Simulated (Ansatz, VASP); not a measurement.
**Two plane-wave programs on TiAl**

```
Ti Al
1.0
     3.17906    0.00000    0.00000
     0.00000    3.17906    0.00000
     0.00000    0.00000    3.17906
Ti Al
1 1
Direct
  0.00000 0.00000 0.00000
  0.50000 0.50000 0.51416
```

Change from the starting cell: one atom moved.

Alike in both runs: task single point; functional PBE; k mesh 12 × 12 × 12; occupations gaussian, width 0.1 eV; no spin polarisation.

|  | VASP | Ansatz |
| --- | --- | --- |
| version | VASP 6.6.1 | Ansatz 0.2.0 |
| potentials or method | VASP PAW PBE potentials, release 64 (Ti_sv, Al), cutoff 520 eV | scalar-relativistic, plane waves, PAW |
| valence electrons in the cell | 15 | 15 |

```tsv
	VASP	Ansatz	Ansatz less VASP
gap on the k mesh at the Fermi level (eV)	none	none	-
pressure (GPa)	0.8	0.9	+0.04
traceless stress, the component that is largest in VASP (GPa)	-0.07	-0.06	+0.001
rms of the force components (eV/Å)	0.164	0.164	0.0000
```

Atom by atom the forces differ by 0.000 eV/Å (rms over components). A gap of «none» marks a metal or a gap that the smearing closes.
